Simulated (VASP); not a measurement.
# Ti3Al: single point with LDA

Ti3Al:

```xyz
4
Lattice="2.8604 0.0000 0.0000 -1.4302 2.4772 0.0000 0.0000 0.0000 9.0481" Properties=species:S:1:pos:R:3 pbc="T T T"
Ti    1.4302    0.8257    0.0000
Ti    0.0000    1.6514    6.8005
Ti    0.0000    1.6514    2.2477
Al    1.4302    0.8257    4.5241
```

* Program: VASP 6.6.1
* Task: single point
* Functional: LDA
* Potentials or basis: VASP PAW LDA potentials, release 64 (Ti_sv, Al)
* Cutoff: 520 eV
* k mesh: 12 × 12 × 4
* Occupations: gaussian, width 0.1 eV
* Spin: no spin polarisation

```json
{"Pressure": "-0.1 GPa", "Largest force": "0.010 eV/Å", "Band gap on the k mesh": "zero (an odd number of electrons rules out a gap without spin polarisation)"}
```

Forces in eV/Å, atoms in the order of the input:
```
Ti   0.000  0.000  0.000
Ti   0.000  0.000  0.010
Ti   0.000  0.000 -0.010
Al   0.000  0.000  0.000
```

Stress tensor (GPa, compression positive):
```
-0.10  0.00  0.00
 0.00 -0.10  0.00
 0.00  0.00  0.00
```

Levels at points of the mesh, in eV from the Fermi level:
```csv
k point,band 18,band 19,band 20,band 21,band 22,band 23
"(0.00, 0.00, 0.00)",0.66,0.78,0.86,0.86,0.95,0.95
"(0.50, 0.00, 0.00)",-1.32,-0.65,-0.29,0.93,1.16,1.28
"(0.00, 0.00, 0.50)",0.57,0.82,0.86,0.86,0.94,0.94
"(0.50, 0.00, 0.50)",-1.29,-1.01,0.14,0.89,1.00,1.16
```

It took 58 s on 1 thread of AMD EPYC 9R45 96-Core Processor (Zen 5) (shared host), peak memory 0.18 GiB.
